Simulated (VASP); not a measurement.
# SrTiO3 (Pm-3m) in VASP: further runs

The runs below take SrTiO3 through single point, with PBE.

All numbers are computed with VASP 6.6.1; they aren't measurements. Logs are shortened: lines on timing, memory, paths and dates and some standing lists are left out, and cuts for length are marked.

**1. The cell of the first run**

It takes space group Pm-3m (No. 221, cubic). Conventional cell: a = 3.936 Å, b = 3.936 Å, c = 3.936 Å, α = 90.00°, β = 90.00°, γ = 90.00°. Sr (site symmetry m-3m) has 12 O at 2.78 Å and 8 Ti at 3.41 Å within 3.7 Å. Within 2.6 Å of Ti (site symmetry m-3m) lie 6 O at 1.97 Å. O (site symmetry 4/mmm) has 2 Ti at 1.97 Å within 2.6 Å.

**2. Single point, PBE**

INCAR reads:

```
SYSTEM = SrTiO3
PREC     = Accurate       ! precision mode
ENCUT    = 520            ! plane-wave cutoff, eV
EDIFF    = 1E-7           ! SCF threshold, eV
ISMEAR   = 0              ! smearing method
SIGMA    = 0.02           ! smearing width, eV
LREAL    = .FALSE.        ! projectors in reciprocal space
LASPH    = .TRUE.         ! aspherical terms in the spheres
NELM     = 80             ! most SCF steps
ALGO     = Normal         ! electronic algorithm
ISIF     = 2              ! what is computed and relaxed
LWAVE    = .FALSE.        ! write WAVECAR
LCHARG   = .TRUE.         ! write CHGCAR
GGA      = PE             ! functional
LELF     = .TRUE.         ! ELF
LVHAR    = .TRUE.       
NBANDS   = 28             ! bands
```

KPOINTS reads:

```
regular mesh
0
G
  8 8 8
  0 0 0
```

POSCAR reads:

```
SrTiO3
1.0
    3.9364226089      0.0000000000      0.0000000000
    0.0000000000      3.9364226089      0.0000000000
    0.0000000000      0.0000000000      3.9364226089
Sr Ti O
1 1 3
Direct
    0.0000000000      0.0000000000      0.0000000000
    0.5000000000      0.5000000000      0.5000000000
    0.5000000000      0.0000000000      0.5000000000
    0.5000000000      0.5000000000      0.0000000000
    0.0000000000      0.5000000000      0.5000000000
```

Potentials or basis: VASP PAW PBE potentials, release 64 (Sr_sv, Ti_sv, O).

Command:

```console
$ cat potpaw_PBE.64/Sr_sv/POTCAR potpaw_PBE.64/Ti_sv/POTCAR potpaw_PBE.64/O/POTCAR > POTCAR
$ mpirun -np 1 vasp_std > vasp.out
```

OUTCAR:

```text
SYSTEM = SrTiO3
   PREC = Accurate
   ENCUT = 520
   EDIFF = 1E-7
   ISMEAR = 0
   LREAL = .FALSE.
   LASPH = .TRUE.
   NELM = 80
   ISIF = 2
   GGA = PE

 ion  position               nearest neighbor table
   1  0.000  0.000  0.000-   3 2.78   4 2.78   5 2.78   3 2.78   5 2.78   4 2.78   5 2.78   5 2.78
                             3 2.78   4 2.78   3 2.78   4 2.78   2 3.41   2 3.41   2 3.41   2 3.41
   2  0.500  0.500  0.500-   3 1.97   4 1.97   5 1.97   4 1.97   3 1.97   5 1.97   1 3.41   1 3.41
                             1 3.41   1 3.41   1 3.41   1 3.41   1 3.41   1 3.41
   3  0.500  0.000  0.500-   2 1.97   2 1.97   1 2.78   1 2.78   1 2.78   1 2.78
   4  0.500  0.500  0.000-   2 1.97   2 1.97   1 2.78   1 2.78   1 2.78   1 2.78
   5  0.000  0.500  0.500-   2 1.97   2 1.97   1 2.78   1 2.78   1 2.78   1 2.78

  LATTYP: Found a simple cubic cell.
 ALAT       =     3.9364226089

  Lattice vectors:

 A1 = (   3.9364226089,   0.0000000000,   0.0000000000)
 A2 = (   0.0000000000,   3.9364226089,   0.0000000000)
 A3 = (   0.0000000000,   0.0000000000,   3.9364226089)

Analysis of symmetry for initial positions (statically):
=====================================================================
 Subroutine PRICEL returns:
 Original cell was already a primitive cell.

 Routine SETGRP: Setting up the symmetry group for a
 simple cubic supercell.

 Subroutine GETGRP returns: Found 48 space group operations
 (whereof 48 operations were pure point group operations)
 out of a pool of 48 trial point group operations.

The static configuration has the point symmetry O_h .

Analysis of symmetry for dynamics (positions and initial velocities):
=====================================================================
 Subroutine PRICEL returns:
 Original cell was already a primitive cell.

 Routine SETGRP: Setting up the symmetry group for a
 simple cubic supercell.

 Subroutine GETGRP returns: Found 48 space group operations
 (whereof 48 operations were pure point group operations)
 out of a pool of 48 trial point group operations.

The dynamic configuration has the point symmetry O_h .

 Subroutine INISYM returns: Found 48 space group operations
 (whereof 48 operations are pure point group operations),
 and found     1 'primitive' translations

----------------------------------------------------------------------------------------

                                     Primitive cell

  volume of cell :      60.9965

  direct lattice vectors                    reciprocal lattice vectors
     3.936422609  0.000000000  0.000000000     0.254037765  0.000000000  0.000000000
     0.000000000  3.936422609  0.000000000     0.000000000  0.254037765  0.000000000
     0.000000000  0.000000000  3.936422609     0.000000000  0.000000000  0.254037765

  length of vectors
     3.936422609  3.936422609  3.936422609     0.254037765  0.254037765  0.254037765

  position of ions in fractional coordinates (direct lattice)
     0.000000000  0.000000000  0.000000000
     0.500000000  0.500000000  0.500000000
     0.500000000  0.000000000  0.500000000
     0.500000000  0.500000000  0.000000000
     0.000000000  0.500000000  0.500000000

  ion indices of the primitive-cell ions
   primitive index   ion index
                 1           1
                 2           2
                 3           3
                 4           4
                 5           5

----------------------------------------------------------------------------------------

 KPOINTS: regular mesh

Automatic generation of k-mesh.
 Grid dimensions read from file:
 generate k-points for:    8    8    8

 Generating k-lattice:

  Cartesian coordinates                     Fractional coordinates (reciprocal lattice)
     0.031754721  0.000000000  0.000000000     0.125000000  0.000000000  0.000000000
     0.000000000  0.031754721  0.000000000     0.000000000  0.125000000  0.000000000
     0.000000000  0.000000000  0.031754721     0.000000000  0.000000000  0.125000000

  Length of vectors
     0.031754721  0.031754721  0.031754721

  Shift w.r.t. Gamma in fractional coordinates (k-lattice)
     0.000000000  0.000000000  0.000000000

 Subroutine IBZKPT returns following result:
 ===========================================

 Found     35 irreducible k-points:

 Following reciprocal coordinates:
            Coordinates               Weight
  0.000000  0.000000  0.000000      1.000000
  0.125000  0.000000  0.000000      6.000000
  0.250000  0.000000  0.000000      6.000000
  0.375000  0.000000  0.000000      6.000000
  0.500000  0.000000  0.000000      3.000000
  0.125000  0.125000  0.000000     12.000000
[... 16 lines left out ...]
  0.375000  0.375000  0.125000     24.000000
  0.500000  0.375000  0.125000     24.000000
 [... further k-points ...]
   k-points           NKPTS =     35   k-points in BZ     NKDIM =     35   number of bands    NBANDS=     28
   number of dos      NEDOS =    301   number of ions     NIONS =      5
   total plane-waves  NPLWV =  27000
   dimension x,y,z NGX =    30 NGY =   30 NGZ =   30
   dimension x,y,z NGXF=    60 NGYF=   60 NGZF=   60
   ions per type =               1   1   3
   NGX,Y,Z   is equivalent  to a cutoff of  12.67, 12.67, 12.67 a.u.
   NGXF,Y,Z  is equivalent  to a cutoff of  25.34, 25.34, 25.34 a.u.
 SYSTEM =  SrTiO3
   PREC   = accura    normal or accurate (medium, high low for compatibility)
   ISTART =      0    job   : 0-new  1-cont  2-samecut
   ICHARG =      2    charge: 1-file 2-atom 10-const
   ISPIN  =      1    spin polarized calculation?
   LNONCOLLINEAR =      F non collinear calculations
   LSORBIT =      F    spin-orbit coupling
   LASPH  =      T    aspherical Exc in radial PAW
   ENCUT  =  520.0 eV  38.22 Ry    6.18 a.u.   7.32  7.32  7.32*2*pi/ulx,y,z
   NELM   =     80;   NELMIN=  2; NELMDL= -5     # of ELM steps
   EDIFF  = 0.1E-06   stopping-criterion for ELM
   LREAL  =      F    real-space projection
   EDIFFG = 0.1E-05   stopping-criterion for IOM
   NSW    =      0    number of steps for IOM
   IBRION =     -1    ionic relax: 0-MD 1-quasi-New 2-CG
   NFREE  =      0    steps in history (QN), initial steepest desc. (CG)
   ISIF   =      2    stress and relaxation
   ISYM   =      2    0-nonsym 1-usesym 2-fastsym
   POTIM  = 0.5000    time-step for ionic-motion
   TEBEG  =    0.0;   TEEND  =   0.0 temperature during run
   PSTRESS=    0.0 pullay stress
   NELECT =      40.0000    total number of electrons
   NUPDOWN=      -1.0000    fix difference up-down
   EMIN   =  10.00;   EMAX   =-10.00  energy-range for DOS
   EFERMI =   0.00;   METHOD = LEGACY
   ISMEAR =     0;   SIGMA  =   0.02  broadening in eV -4-tet -1-fermi 0-gaus
   EFERMI_NEDOS =   21; number of points for ismear=-14 and -15
   IALGO  =     38    algorithm
   IMIX   =      4    mixing-type and parameters
     AMIX     =   0.40;   BMIX     =  1.00
     AMIX_MAG =   1.60;   BMIX_MAG =  1.00
  volume/ion in A,a.u.               =      12.20        82.32
  Fermi-wavevector in a.u.,A,eV,Ry     =   1.422306  2.687769 27.523974  2.022955
  Thomas-Fermi vector in A             =   2.543024
   LORBIT       =      0    0 simple, 1 ext, 2 COOP (PROOUT), +10 PAW based schemes
   GGA     = PE    functional components
   LHFCALC =     F    Hartree Fock is set to
   AEXX    =    0.0000 exact exchange contribution
   IVDW    =     0    specifies the selected vdW correction
   LEPSILON=     F    determine dielectric tensor
   LRPA    =     F    only Hartree local field effects (RPA)
 non-spin polarized calculation
 Gauss-broadening in eV      SIGMA  =   0.02
  energy-cutoff  :      520.00
  volume of cell :       61.00
 maximum number of plane-waves:      1671
 NGX is ok and might be reduce to    30
   NGX = 15   NGY = 15   NGZ = 15

 number of electron      39.9999990 magnetization

 Free energy of the ion-electron system (eV)
  ---------------------------------------------------
  ext. energy  EPLUGINS =         0.00000000
  ---------------------------------------------------
  free energy    TOTEN  =       -40.10326750 eV

  energy without entropy =      -40.10326750  energy(sigma->0) =      -40.10326750

 E-fermi :   4.1507     XC(G=0): -11.1443

 val. band max:        3.9704172381   @ k =   0.5000   0.5000   0.5000
 cond. band min:       5.7816455702   @ k =   0.0000   0.0000   0.0000
 fundamental gap:      1.8112283321
 Fermi energy:         4.1507264697

 k-point     1 :       0.0000    0.0000    0.0000
  band No.  band energies     occupation
      1     -52.5923      2.00000
      2     -28.8946      2.00000
      3     -28.8234      2.00000
      4     -28.8234      2.00000
      5     -28.8234      2.00000
      6     -13.3706      2.00000
[... 20 lines left out ...]
     27       9.3471      0.00000
     28       9.9712      0.00000

 k-point     2 :       0.1250    0.0000    0.0000
  band No.  band energies     occupation
      1     -52.5921      2.00000
      2     -28.9111      2.00000
      3     -28.8230      2.00000
      4     -28.8230      2.00000
      5     -28.8130      2.00000
      6     -13.3762      2.00000
[... 20 lines left out ...]
     27       9.6149      0.00000
     28      10.3395      0.00000

 k-point     3 :       0.2500    0.0000    0.0000
  band No.  band energies     occupation
      1     -52.5917      2.00000
      2     -28.9434      2.00000
      3     -28.8221      2.00000
      4     -28.8221      2.00000
      5     -28.7958      2.00000
      6     -13.4359      2.00000
[... 20 lines left out ...]
     27      10.2568      0.00000
     28      11.3495      0.00000

 k-point     4 :       0.3750    0.0000    0.0000
  band No.  band energies     occupation
      1     -52.5912      2.00000
      2     -28.9713      2.00000
      3     -28.8212      2.00000
      4     -28.8212      2.00000
      5     -28.7826      2.00000
      6     -13.5340      2.00000
[... 578 lines left out ...]
     27      11.9892      0.00000
     28      12.2488      0.00000

 k-point    23 :       0.3750    0.3750    0.1250
  band No.  band energies     occupation
      1     -52.5898      2.00000
      2     -28.9155      2.00000
      3     -28.8754      2.00000
      4     -28.8301      2.00000
      5     -28.8177      2.00000
      6     -12.9781      2.00000
[... 20 lines left out ...]
     27      12.0374      0.00000
     28      12.4834      0.00000

 k-point    24 :       0.5000    0.3750    0.1250
  band No.  band energies     occupation
      1     -52.5896      2.00000
      2     -28.9095      2.00000
      3     -28.8750      2.00000
      4     -28.8320      2.00000
      5     -28.8281      2.00000
      6     -12.8920      2.00000
[... 20 lines left out ...]
     27      12.0929      0.00000
     28      12.5840      0.00000

 [... further k-points ...]

------------------------ aborting loop because EDIFF is reached ----------------------------------------

  FORCE on cell =-STRESS in cart. coord.  units (eV):
  Direction    XX          YY          ZZ          XY          YZ          ZX
  --------------------------------------------------------------------------------------
  -------------------------------------------------------------------------------------
  Total        0.2337829      0.2337829      0.2337829      0.0000000      0.0000000     -0.0000000
  in kB        6.1407042      6.1407042      6.1407042      0.0000000      0.0000000     -0.0000000
  external PRESSURE =       6.1407042 kB  Pullay stress =       0.0000000 kB

 VOLUME and BASIS-vectors are now :
 -----------------------------------------------------------------------------
  energy-cutoff  :      520.00
  volume of cell :       61.00
      direct lattice vectors                 reciprocal lattice vectors
     3.936422609  0.000000000  0.000000000     0.254037765  0.000000000  0.000000000
     0.000000000  3.936422609  0.000000000     0.000000000  0.254037765  0.000000000
     0.000000000  0.000000000  3.936422609     0.000000000  0.000000000  0.254037765

 POSITION                                       TOTAL-FORCE (eV/Angst)
 -----------------------------------------------------------------------------------
      0.00000      0.00000      0.00000         0.000000      0.000000      0.000000
      1.96821      1.96821      1.96821         0.000000      0.000000      0.000000
      1.96821      0.00000      1.96821         0.000000      0.000000      0.000000
      1.96821      1.96821      0.00000         0.000000      0.000000      0.000000
      0.00000      1.96821      1.96821         0.000000      0.000000      0.000000
 -----------------------------------------------------------------------------------
    total drift:                                0.000000      0.000000     -0.000000

  FREE ENERGIE OF THE ION-ELECTRON SYSTEM (eV)
  ---------------------------------------------------
  free  energy   TOTEN  =       -40.1032674956 eV

  energy  without entropy=      -40.1032674956  energy(sigma->0) =      -40.10326750
```

It took 53 s on 1 thread of Intel Xeon 6975P-C (Granite Rapids), shared host; peak memory 0.2 GiB.

What came out:

```yaml
Free_energy: -40.1033 eV
Pressure: 0.6 GPa
Band_gap_on_the_k_mesh: 1.81 eV, indirect (least direct gap 2.18 eV)
```

Levels at points of the mesh, in eV from the valence-band top:
```
           k point  band 17  band 18  band 19  band 20  band 21  band 22  band 23  band 24
(0.00, 0.00, 0.00)    -1.13    -0.37    -0.37    -0.37     1.81     1.81     1.81     4.14
(0.50, 0.00, 0.00)    -2.29    -1.91    -0.73    -0.73     1.97     3.66     3.66     4.15
(0.50, 0.50, 0.00)    -1.74    -1.54    -1.54    -0.09     3.66     3.66     4.11     5.08
(0.50, 0.50, 0.50)    -3.67     0.00     0.00     0.00     4.31     4.31     4.31     6.85
```

**3. Single point, PBE**

INCAR reads:

```
PREC = Accurate
ENCUT = 520
EDIFF = 1E-6
ISMEAR = 0
SIGMA = 0.02
LREAL = F
LASPH = T
NELM = 80
ALGO = Normal
ISIF = 2
LWAVE = F
LCHARG = F
GGA = PE
NBANDS = 28
```

KPOINTS reads:

```
regular mesh
0
Gamma
  8 8 8
```

POSCAR is that of step 2.

Potentials or basis: VASP PAW PBE potentials, release 64 (Sr_sv, Ti_sv, O).

Command:

```console
$ cat potpaw_PBE.64/Sr_sv/POTCAR potpaw_PBE.64/Ti_sv/POTCAR potpaw_PBE.64/O/POTCAR > POTCAR
$ mpirun -np 1 vasp_std > vasp.out
```

OUTCAR:

```text
PREC = Accurate
   ENCUT = 520
   EDIFF = 1E-6
   ISMEAR = 0
   LREAL = F
   LASPH = T
   NELM = 80
   ISIF = 2
   GGA = PE

 ion  position               nearest neighbor table
   1  0.000  0.000  0.000-   3 2.78   4 2.78   5 2.78   3 2.78   5 2.78   4 2.78   5 2.78   5 2.78
                             3 2.78   4 2.78   3 2.78   4 2.78   2 3.41   2 3.41   2 3.41   2 3.41
   2  0.500  0.500  0.500-   3 1.97   4 1.97   5 1.97   4 1.97   3 1.97   5 1.97   1 3.41   1 3.41
                             1 3.41   1 3.41   1 3.41   1 3.41   1 3.41   1 3.41
   3  0.500  0.000  0.500-   2 1.97   2 1.97   1 2.78   1 2.78   1 2.78   1 2.78
[... 951 lines left out ...]
  -------------------------------------------------------------------------------------
  Total        0.2524428      0.2524428      0.2524428      0.0000000      0.0000000     -0.0000000
  in kB        6.6308376      6.6308376      6.6308376      0.0000000      0.0000000     -0.0000000
  external PRESSURE =       6.6308376 kB  Pullay stress =       0.0000000 kB

 VOLUME and BASIS-vectors are now :
 -----------------------------------------------------------------------------
  energy-cutoff  :      520.00
  volume of cell :       61.00
      direct lattice vectors                 reciprocal lattice vectors
     3.936422609  0.000000000  0.000000000     0.254037765  0.000000000  0.000000000
     0.000000000  3.936422609  0.000000000     0.000000000  0.254037765  0.000000000
     0.000000000  0.000000000  3.936422609     0.000000000  0.000000000  0.254037765

 POSITION                                       TOTAL-FORCE (eV/Angst)
 -----------------------------------------------------------------------------------
      0.00000      0.00000      0.00000         0.000000      0.000000      0.000000
      1.96821      1.96821      1.96821         0.000000      0.000000      0.000000
      1.96821      0.00000      1.96821         0.000000      0.000000      0.000000
      1.96821      1.96821      0.00000         0.000000      0.000000      0.000000
      0.00000      1.96821      1.96821         0.000000      0.000000      0.000000
 -----------------------------------------------------------------------------------
    total drift:                                0.000000      0.000000     -0.000000

  FREE ENERGIE OF THE ION-ELECTRON SYSTEM (eV)
  ---------------------------------------------------
  free  energy   TOTEN  =       -40.1032677578 eV

  energy  without entropy=      -40.1032677578  energy(sigma->0) =      -40.10326776
```

OSZICAR:

```text
N       E                     dE             d eps       ncg     rms          rms(c)
DAV:   1     0.431581845310E+03    0.43158E+03   -0.21460E+04  1960   0.159E+03
DAV:   2    -0.387351041196E+01   -0.43546E+03   -0.41584E+03  2216   0.437E+02
DAV:   3    -0.482673114820E+02   -0.44394E+02   -0.44019E+02  2684   0.135E+02
DAV:   4    -0.504380257184E+02   -0.21707E+01   -0.21661E+01  2996   0.257E+01
DAV:   5    -0.504982132804E+02   -0.60188E-01   -0.60176E-01  2704   0.349E+00    0.258E+01
DAV:   6    -0.401856029984E+02    0.10313E+02   -0.54137E+01  2772   0.638E+01    0.140E+01
DAV:   7    -0.401995647189E+02   -0.13962E-01   -0.82903E+00  2588   0.215E+01    0.106E+01
DAV:   8    -0.401374916871E+02    0.62073E-01   -0.12565E+00  2340   0.116E+01    0.323E+00
DAV:   9    -0.401194377223E+02    0.18054E-01   -0.28206E-01  2560   0.419E+00    0.133E+00
DAV:  10    -0.401065576810E+02    0.12880E-01   -0.87584E-02  2520   0.230E+00    0.603E-01
DAV:  11    -0.401034175325E+02    0.31401E-02   -0.16749E-02  3092   0.130E+00    0.178E-01
DAV:  12    -0.401033189362E+02    0.98596E-04   -0.14226E-03  2368   0.411E-01    0.145E-01
DAV:  13    -0.401032911936E+02    0.27743E-04   -0.26962E-04  2860   0.125E-01    0.676E-02
DAV:  14    -0.401032699340E+02    0.21260E-04   -0.30359E-04  2440   0.147E-01    0.291E-02
DAV:  15    -0.401032685276E+02    0.14064E-05   -0.43192E-05  2764   0.494E-02    0.172E-02
DAV:  16    -0.401032677578E+02    0.76980E-06   -0.32883E-06  2076   0.208E-02
   1 F= -.40103268E+02 E0= -.40103268E+02  d E =-.261809E-39
```

stdout:

```text
POSCAR found type information on POSCAR SrTiO
 POSCAR found :  3 types and       5 ions
 scaLAPACK will be used
 LDA part: xc-table for (Slater+PW92), standard interpolation
 POSCAR, INCAR and KPOINTS ok, starting setup
 FFT: planning ... GRIDC
 FFT: planning ... GRID_SOFT
 FFT: planning ... GRID
 WAVECAR not read
 entering main loop
```

Wall time 58 s (1 thread of Intel Xeon 6975P-C (Granite Rapids), shared host); peak memory 0.2 GiB.

Results:

```yaml
Free_energy: -40.1033 eV
Pressure: 0.7 GPa
Band_gap_on_the_k_mesh: 1.81 eV, indirect (least direct gap 2.18 eV)
```

Levels at points of the mesh, in eV from the valence-band top:
```tsv
k point	band 18	band 19	band 20	band 21	band 22	band 23
(0.00, 0.00, 0.00)	-0.37	-0.37	-0.37	1.81	1.81	1.81
(0.50, 0.00, 0.00)	-1.91	-0.73	-0.73	1.97	3.66	3.66
(0.50, 0.50, 0.00)	-1.54	-1.54	-0.09	3.66	3.66	4.11
(0.50, 0.50, 0.50)	0.00	0.00	0.00	4.31	4.31	4.31
```

A k mesh can miss the band edges. Expect the measured gap to be larger: semilocal functionals such as PBE lack the derivative discontinuity.
